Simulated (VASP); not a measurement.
# SrLi2Sb2 (P-3m1) in VASP: single point with PBE

Aim: the single point of SrLi2Sb2 with PBE.

All numbers are computed with VASP 6.6.1; they aren't measurements. Logs are shortened: lines on timing, memory, paths and dates and some standing lists are left out, and cuts for length are marked.

### 1 The cell of the first run

The structure is trigonal, space group P-3m1 (No. 164). Conventional cell: a = 4.356 Å, b = 4.356 Å, c = 8.583 Å, α = 90.00°, β = 90.00°, γ = 120.00°. Within 4.4 Å of Sr (site symmetry -3m) lie 6 Sb at 3.38 Å and 6 Li at 4.32 Å and 6 Sr at 4.36 Å. Li (site symmetry 3m) has 4 Sb at 2.81 Å and 3 Li at 2.96 Å within 3.7 Å. Within 3.7 Å of Sb (site symmetry 3m) lie 4 Li at 2.81 Å and 3 Sr at 3.38 Å.

### 2 Single point, PBE

Input file INCAR:

```
PREC = Accurate
ENCUT = 520
EDIFF = 1E-6
ISMEAR = 1
SIGMA = 0.1093
LREAL = F
LASPH = T
NELM = 100
ALGO = Normal
ISIF = 2
LWAVE = F
LCHARG = F
GGA = PE
NBANDS = 21
```

Input file KPOINTS:

```
regular mesh
0
Gamma
  6 6 4
```

Input file POSCAR:

```
SrLi2Sb2
1.0
    2.1782362980      3.7728159390      0.0000000000
   -2.1782362980      3.7728159390      0.0000000000
    0.0000000000      0.0000000000      8.5830682967
Sr Li Sb
1 2 2
Direct
    0.0000000000      0.0000000000      0.0000000000
    0.3333333333      0.3333333333      0.5913846585
    0.6666666667      0.6666666667      0.4086153415
    0.3333333333      0.3333333333      0.2635544910
    0.6666666667      0.6666666667      0.7364455090
```

Potentials or basis: VASP PAW PBE potentials, release 64 (Sr_sv, Li_sv, Sb).

Command:

```sh
$ cat potpaw_PBE.64/Sr_sv/POTCAR potpaw_PBE.64/Li_sv/POTCAR potpaw_PBE.64/Sb/POTCAR > POTCAR
$ mpirun -np 1 vasp_std > vasp.out
```

OUTCAR:

```text
PREC = Accurate
   ENCUT = 520
   EDIFF = 1E-6
   ISMEAR = 1
   LREAL = F
   LASPH = T
   NELM = 100
   ISIF = 2
   GGA = PE

 ion  position               nearest neighbor table
   1  0.000  0.000  0.000-   4 3.38   5 3.38   5 3.38   5 3.38   4 3.38   4 3.38
   2  0.333  0.333  0.591-   5 2.81   5 2.81   5 2.81   4 2.81
   3  0.667  0.667  0.409-   4 2.81   4 2.81   4 2.81   5 2.81
   4  0.333  0.333  0.264-   3 2.81   3 2.81   3 2.81   2 2.81   1 3.38   1 3.38   1 3.38
   5  0.667  0.667  0.736-   2 2.81   2 2.81   2 2.81   3 2.81   1 3.38   1 3.38   1 3.38

  LATTYP: Found a hexagonal cell.
 ALAT       =     4.3564725960
 C/A-ratio  =     1.9701876019

  Lattice vectors:

 A1 = (   2.1782362980,  -3.7728159390,   0.0000000000)
 A2 = (   2.1782362980,   3.7728159390,   0.0000000000)
 A3 = (   0.0000000000,   0.0000000000,   8.5830682967)

Analysis of symmetry for initial positions (statically):
=====================================================================
 Subroutine PRICEL returns:
 Original cell was already a primitive cell.

 Routine SETGRP: Setting up the symmetry group for a
 hexagonal supercell.

 Subroutine GETGRP returns: Found 12 space group operations
 (whereof 12 operations were pure point group operations)
 out of a pool of 24 trial point group operations.

The static configuration has the point symmetry D_3d.

Analysis of symmetry for dynamics (positions and initial velocities):
=====================================================================
 Subroutine PRICEL returns:
 Original cell was already a primitive cell.

 Routine SETGRP: Setting up the symmetry group for a
 hexagonal supercell.

 Subroutine GETGRP returns: Found 12 space group operations
 (whereof 12 operations were pure point group operations)
 out of a pool of 24 trial point group operations.

The dynamic configuration has the point symmetry D_3d.

 Subroutine INISYM returns: Found 12 space group operations
 (whereof 12 operations are pure point group operations),
 and found     1 'primitive' translations

----------------------------------------------------------------------------------------

                                     Primitive cell

  volume of cell :     141.0728

  direct lattice vectors                    reciprocal lattice vectors
     2.178236298  3.772815939  0.000000000     0.229543507  0.132527006  0.000000000
    -2.178236298  3.772815939  0.000000000    -0.229543507  0.132527006  0.000000000
     0.000000000  0.000000000  8.583068297     0.000000000  0.000000000  0.116508452

  length of vectors
     4.356472596  4.356472596  8.583068297     0.265054012  0.265054012  0.116508452

  position of ions in fractional coordinates (direct lattice)
     0.000000000  0.000000000  0.000000000
     0.333333333  0.333333333  0.591384658
     0.666666667  0.666666667  0.408615342
     0.333333333  0.333333333  0.263554491
     0.666666667  0.666666667  0.736445509

  ion indices of the primitive-cell ions
   primitive index   ion index
                 1           1
                 2           2
                 3           3
                 4           4
                 5           5

----------------------------------------------------------------------------------------

 KPOINTS: regular mesh

Automatic generation of k-mesh.
 Grid dimensions read from file:
 generate k-points for:    6    6    4

 Generating k-lattice:

  Cartesian coordinates                     Fractional coordinates (reciprocal lattice)
     0.038257251  0.022087834  0.000000000     0.166666667 -0.000000000  0.000000000
    -0.038257251  0.022087834  0.000000000    -0.000000000  0.166666667  0.000000000
     0.000000000  0.000000000  0.029127113     0.000000000  0.000000000  0.250000000

  Length of vectors
     0.044175669  0.044175669  0.029127113

  Shift w.r.t. Gamma in fractional coordinates (k-lattice)
     0.000000000  0.000000000  0.000000000

 Subroutine IBZKPT returns following result:
 ===========================================

 Found     24 irreducible k-points:

 Following reciprocal coordinates:
            Coordinates               Weight
  0.000000  0.000000  0.000000      1.000000
  0.166667 -0.000000  0.000000      6.000000
  0.333333  0.000000  0.000000      6.000000
  0.500000  0.000000  0.000000      3.000000
  0.333333  0.166667  0.000000      6.000000
  0.500000  0.166667  0.000000     12.000000
[... 16 lines left out ...]
  0.500000  0.166667  0.500000     12.000000
 -0.333333  0.333333  0.500000      2.000000
   k-points           NKPTS =     24   k-points in BZ     NKDIM =     24   number of bands    NBANDS=     21
   number of dos      NEDOS =    301   number of ions     NIONS =      5
   total plane-waves  NPLWV =  65536
   dimension x,y,z NGX =    32 NGY =   32 NGZ =   64
   dimension x,y,z NGXF=    64 NGYF=   64 NGZF=  128
   ions per type =               1   2   2
   NGX,Y,Z   is equivalent  to a cutoff of  12.21, 12.21, 12.40 a.u.
   NGXF,Y,Z  is equivalent  to a cutoff of  24.42, 24.42, 24.79 a.u.
 SYSTEM =  unknown system
   PREC   = accura    normal or accurate (medium, high low for compatibility)
   ISTART =      0    job   : 0-new  1-cont  2-samecut
   ICHARG =      2    charge: 1-file 2-atom 10-const
   ISPIN  =      1    spin polarized calculation?
   LNONCOLLINEAR =      F non collinear calculations
   LSORBIT =      F    spin-orbit coupling
   LASPH  =      T    aspherical Exc in radial PAW
   ENCUT  =  520.0 eV  38.22 Ry    6.18 a.u.   8.10  8.10 15.96*2*pi/ulx,y,z
   NELM   =    100;   NELMIN=  2; NELMDL= -5     # of ELM steps
   EDIFF  = 0.1E-05   stopping-criterion for ELM
   LREAL  =      F    real-space projection
[... 7 lines left out ...]
   TEBEG  =    0.0;   TEEND  =   0.0 temperature during run
   PSTRESS=    0.0 pullay stress
   NELECT =      26.0000    total number of electrons
   NUPDOWN=      -1.0000    fix difference up-down
   EMIN   =  10.00;   EMAX   =-10.00  energy-range for DOS
   EFERMI =   0.00;   METHOD = LEGACY
   ISMEAR =     1;   SIGMA  =   0.11  broadening in eV -4-tet -1-fermi 0-gaus
   EFERMI_NEDOS =   21; number of points for ismear=-14 and -15
   IALGO  =     38    algorithm
   IMIX   =      4    mixing-type and parameters
     AMIX     =   0.40;   BMIX     =  1.00
     AMIX_MAG =   1.60;   BMIX_MAG =  1.00
  volume/ion in A,a.u.               =      28.21       190.40
  Fermi-wavevector in a.u.,A,eV,Ry     =   0.931647  1.760558 11.809405  0.867967
  Thomas-Fermi vector in A             =   2.058163
   LORBIT       =      0    0 simple, 1 ext, 2 COOP (PROOUT), +10 PAW based schemes
   GGA     = PE    functional components
   LHFCALC =     F    Hartree Fock is set to
   AEXX    =    0.0000 exact exchange contribution
   IVDW    =     0    specifies the selected vdW correction
   LEPSILON=     F    determine dielectric tensor
   LRPA    =     F    only Hartree local field effects (RPA)
 non-spin polarized calculation
 Methfessel and Paxton  Order N= 1 SIGMA  =   0.11
  energy-cutoff  :      520.00
  volume of cell :      141.07
 maximum number of plane-waves:      3830
   NGX = 17   NGY = 17   NGZ = 31

 number of electron      26.0000000 magnetization

 Free energy of the ion-electron system (eV)
  ---------------------------------------------------
  ext. energy  EPLUGINS =         0.00000000
  ---------------------------------------------------
  free energy    TOTEN  =       -16.34734002 eV

  energy without entropy =      -16.34623434  energy(sigma->0) =      -16.34697146

 E-fermi :   2.8419     XC(G=0):  -8.3909

 val. band max:        2.8397000472   @ k =   0.3333   0.0000   0.0000
 cond. band min:       2.8766408399   @ k =   0.0000   0.0000   0.0000
 fundamental gap:      0.0369407927
 Fermi energy:         2.8418756943

 k-point     1 :       0.0000    0.0000    0.0000
  band No.  band energies     occupation
      1     -42.6870      2.00000
      2     -42.6735      2.00000
      3     -32.1643      2.00000
      4     -14.2112      2.00000
      5     -14.1440      2.00000
      6     -14.1440      2.00000
[... 13 lines left out ...]
     20       7.1382      0.00000
     21       7.5159      0.00000

 k-point     2 :       0.1667   -0.0000    0.0000
  band No.  band energies     occupation
      1     -42.6862      2.00000
      2     -42.6743      2.00000
      3     -32.1623      2.00000
      4     -14.2014      2.00000
      5     -14.1821      2.00000
      6     -14.1524      2.00000
[... 13 lines left out ...]
     20       7.8338      0.00000
     21       8.3448      0.00000

 k-point     3 :       0.3333    0.0000    0.0000
  band No.  band energies     occupation
      1     -42.6840      2.00000
      2     -42.6762      2.00000
      3     -32.1584      2.00000
      4     -14.2571      2.00000
      5     -14.1810      2.00000
      6     -14.1690      2.00000
[... 13 lines left out ...]
     20       8.0454      0.00000
     21       8.3553      0.00000

 k-point     4 :       0.5000    0.0000    0.0000
  band No.  band energies     occupation
      1     -42.6824      2.00000
      2     -42.6778      2.00000
      3     -32.1564      2.00000
      4     -14.2936      2.00000
      5     -14.1773      2.00000
      6     -14.1710      2.00000
[... 13 lines left out ...]
     20       8.3864      0.00000
     21       8.4671      0.00000

 k-point     5 :       0.3333    0.1667    0.0000
  band No.  band energies     occupation
      1     -42.6847      2.00000
      2     -42.6757      2.00000
      3     -32.1594      2.00000
      4     -14.2312      2.00000
      5     -14.1868      2.00000
      6     -14.1717      2.00000
[... 13 lines left out ...]
     20       8.5284      0.00000
     21       8.6788      0.00000

 k-point     6 :       0.5000    0.1667    0.0000
  band No.  band energies     occupation
      1     -42.6824      2.00000
      2     -42.6778      2.00000
      3     -32.1564      2.00000
      4     -14.2741      2.00000
      5     -14.1973      2.00000
      6     -14.1710      2.00000
[... 13 lines left out ...]
     20       8.2256      0.00000
     21       8.8465      0.00000

 k-point     7 :      -0.3333    0.3333    0.0000
  band No.  band energies     occupation
      1     -42.6801      2.00000
      2     -42.6801      2.00000
      3     -32.1554      2.00000
      4     -14.2471      2.00000
      5     -14.2471      2.00000
      6     -14.1663      2.00000
[... 13 lines left out ...]
     20       7.8451      0.00000
     21      10.0861      0.00000
[... 291 lines left out ...]
      1     -42.6841      2.00000
      2     -42.6763      2.00000
      3     -32.1584      2.00000
      4     -14.2571      2.00000
      5     -14.1811      2.00000
      6     -14.1690      2.00000
[... 13 lines left out ...]
     20       7.9699      0.00000
     21       8.0870      0.00000

 k-point    21 :       0.5000    0.0000    0.5000
  band No.  band energies     occupation
      1     -42.6824      2.00000
      2     -42.6779      2.00000
      3     -32.1564      2.00000
      4     -14.2936      2.00000
      5     -14.1773      2.00000
      6     -14.1710      2.00000
[... 13 lines left out ...]
     20       8.6125      0.00000
     21       8.8516      0.00000

 k-point    22 :       0.3333    0.1667    0.5000
  band No.  band energies     occupation
      1     -42.6847      2.00000
      2     -42.6757      2.00000
      3     -32.1594      2.00000
      4     -14.2312      2.00000
      5     -14.1869      2.00000
      6     -14.1717      2.00000
[... 13 lines left out ...]
     20       8.2655      0.00000
     21       8.7527      0.00000

 k-point    23 :       0.5000    0.1667    0.5000
  band No.  band energies     occupation
      1     -42.6823      2.00000
      2     -42.6779      2.00000
      3     -32.1564      2.00000
      4     -14.2741      2.00000
      5     -14.1973      2.00000
      6     -14.1711      2.00000
[... 13 lines left out ...]
     20       8.5006      0.00000
     21       8.9898      0.00000

 k-point    24 :      -0.3333    0.3333    0.5000
  band No.  band energies     occupation
      1     -42.6801      2.00000
      2     -42.6801      2.00000
      3     -32.1554      2.00000
      4     -14.2471      2.00000
      5     -14.2471      2.00000
      6     -14.1663      2.00000
[... 13 lines left out ...]
     20       8.6780      0.00000
     21       8.6780      0.00000

------------------------ aborting loop because EDIFF is reached ----------------------------------------

  FORCE on cell =-STRESS in cart. coord.  units (eV):
  Direction    XX          YY          ZZ          XY          YZ          ZX
  --------------------------------------------------------------------------------------
  -------------------------------------------------------------------------------------
  Total        0.0399492      0.0399492      0.0539936     -0.0000000      0.0000000      0.0000000
  in kB        0.4537065      0.4537065      0.6132110     -0.0000000      0.0000000      0.0000000
  external PRESSURE =       0.5068747 kB  Pullay stress =       0.0000000 kB

 VOLUME and BASIS-vectors are now :
 -----------------------------------------------------------------------------
  energy-cutoff  :      520.00
  volume of cell :      141.07
      direct lattice vectors                 reciprocal lattice vectors
     2.178236298  3.772815939  0.000000000     0.229543507  0.132527006  0.000000000
    -2.178236298  3.772815939  0.000000000    -0.229543507  0.132527006  0.000000000
     0.000000000  0.000000000  8.583068297     0.000000000  0.000000000  0.116508452

 POSITION                                       TOTAL-FORCE (eV/Angst)
 -----------------------------------------------------------------------------------
      0.00000      0.00000      0.00000        -0.000000      0.000000      0.000000
      0.00000      2.51521      5.07589         0.000000      0.000000      0.002114
      0.00000      5.03042      3.50717        -0.000000     -0.000000     -0.002114
      0.00000      2.51521      2.26211        -0.000000     -0.000000      0.001455
      0.00000      5.03042      6.32096        -0.000000     -0.000000     -0.001455
 -----------------------------------------------------------------------------------
    total drift:                               -0.000000      0.000000      0.000000

  FREE ENERGIE OF THE ION-ELECTRON SYSTEM (eV)
  ---------------------------------------------------
  free  energy   TOTEN  =       -16.3473400163 eV

  energy  without entropy=      -16.3462343441  energy(sigma->0) =      -16.34697146
```

It took 48 s on 1 thread of Intel Xeon Platinum 8259CL at 2.50GHz (Skylake/Cascade Lake), shared host; peak memory 0.28 GiB.

What came out:

| Quantity | Value |
| --- | --- |
| Free energy | -16.3473 eV |
| Band gap on the k mesh | zero (bands 13 and 14 overlap by 2.31 eV) |

Forces in eV/Å, atoms in the order of the input:
```
Sr   0.000  0.000  0.000
Li   0.000  0.000  0.002
Li   0.000  0.000 -0.002
Sb   0.000  0.000  0.001
Sb   0.000  0.000 -0.001
```

Levels at points of the mesh, in eV from the Fermi level:
```tsv
k point	band 11	band 12	band 13	band 14	band 15	band 16
(0.00, 0.00, 0.00)	0.50	0.50	1.35	1.35	1.90	4.02
(0.50, 0.00, 0.00)	-1.16	-1.08	-0.15	0.05	2.12	3.47
(0.00, 0.00, 0.50)	0.73	0.73	0.99	0.99	3.21	3.96
(0.50, 0.00, 0.50)	-1.29	-0.44	-0.39	0.40	1.96	2.81
```

Caveat: the cutoff is under 1.25 times the usual one of these potentials, so pressure, stress and relaxed cells hold a basis-set (Pulay) error; spin-orbit coupling is left out, which moves the levels of the heavy elements.
